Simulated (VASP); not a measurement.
A run of VASP 6.6.1:

File POSCAR:

```
Cl
1.0
   -1.7544276415      1.7544276415      1.7544276415
    1.7544276415     -1.7544276415      1.7544276415
    1.7544276415      1.7544276415     -1.7544276415
Cl
1
Direct
    0.0000000000      0.0000000000      0.0000000000
```

INCAR.step1

```
PREC = Accurate
ENCUT = 520
EDIFF = 1E-6
ISMEAR = -1
SIGMA = 0.1
LREAL = False
LASPH = True
NELM = 60
ALGO = Normal
ISIF = 2
LWAVE = False
LCHARG = True
GGA = PE
NBANDS = 10
```

File KPOINTS.step1:

```
regular mesh
0
Gamma
  17 17 17
```

The input INCAR.step2:

```
PREC = Accurate
ENCUT = 520
EDIFF = 1E-6
ISMEAR = -5
SIGMA = 0.1
LREAL = False
LASPH = True
NELM = 60
ALGO = Normal
ISIF = 2
LWAVE = False
LCHARG = False
GGA = PE
LORBIT = 11
NBANDS = 10
NEDOS = 1001
ICHARG = 11
```

The input KPOINTS.step2:

```
regular mesh
0
Gamma
  26 26 26
```

Potentials or basis: VASP PAW PBE potentials, release 64 (Cl).

Command:

```bash
$ cat potpaw_PBE.64/Cl/POTCAR > POTCAR
$ cp INCAR.step1 INCAR
$ cp KPOINTS.step1 KPOINTS
$ mpirun -np 1 vasp_std > vasp.out
$ cp INCAR.step2 INCAR
$ cp KPOINTS.step2 KPOINTS
$ mpirun -np 1 vasp_std > vasp.out
```

Hardware: 1 thread of Intel(R) Xeon(R) Platinum 8559C (Emerald Rapids) (shared host).

Question: Estimate the wall time of this run.

Answer: Run time: 30 s on 1 thread of Intel(R) Xeon(R) Platinum 8559C (Emerald Rapids) (shared host), peak memory 0.23 GiB. Counts: k points 511.
